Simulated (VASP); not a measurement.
Crystal: I.

```
CELL_PARAMETERS angstrom
-1.61746 1.61746 4.26481
1.61746 -1.61746 4.26481
1.61746 1.61746 -4.26481
ATOMIC_POSITIONS crystal
I 0.00000 0.00000 0.00000
```

| Item | Value |
| --- | --- |
| Program | VASP 6.6.1 |
| Task | relaxation of cell and atoms |
| Functional | r2SCAN |
| Potentials or basis | VASP PAW PBE potentials, release 64 (I) |
| Cutoff | 600 eV |
| k mesh | 11 × 11 × 11 |
| Occupations | fermi-dirac, width 0.05 eV |
| Spin | no spin polarisation |

At the start: pressure -0.3 GPa; volume 44.63 Å³/atom.

**Question.** Where does the relaxation end?

**Answer.** Over 12 steps the energy falls by 9.6 meV/atom and the volume is 40.50 Å³/atom (-9.3 %); space group I4/mmm (No. 139, to 0.1 Å) before and after.

The path:
```csv
step,energy change (eV),largest force (eV/Å),pressure (GPa),volume (Å³)
1,0.0000,0.0000,-0.33,44.63
2,-0.0014,0.0000,-0.14,44.03
3,-0.0027,0.0000,0.21,43.06
4,-0.0035,0.0000,0.18,42.91
5,-0.0057,0.0000,0.08,42.46
6,-0.0087,0.0000,-0.10,41.53
7,-0.0063,0.0000,-0.32,39.65
8,-0.0094,0.0000,-0.18,41.03
9,-0.0094,0.0000,-0.20,40.90
10,-0.0096,0.0000,-0.04,40.47
11,-0.0096,0.0000,-0.04,40.47
12,-0.0096,0.0000,-0.01,40.50
```

Final structure:
```xyz
1
Lattice="-1.6147 1.6147 3.8835 1.6147 -1.6147 3.8835 1.6147 1.6147 -3.8835" Properties=species:S:1:pos:R:3 pbc="T T T"
I     0.0000    0.0000    0.0000
```

Caveat: the PAW data sets were made with another functional, which shifts forces and pressure a little; an odd number of electrons without spin polarisation forces a metal; a magnetic or distorted state may lie lower.
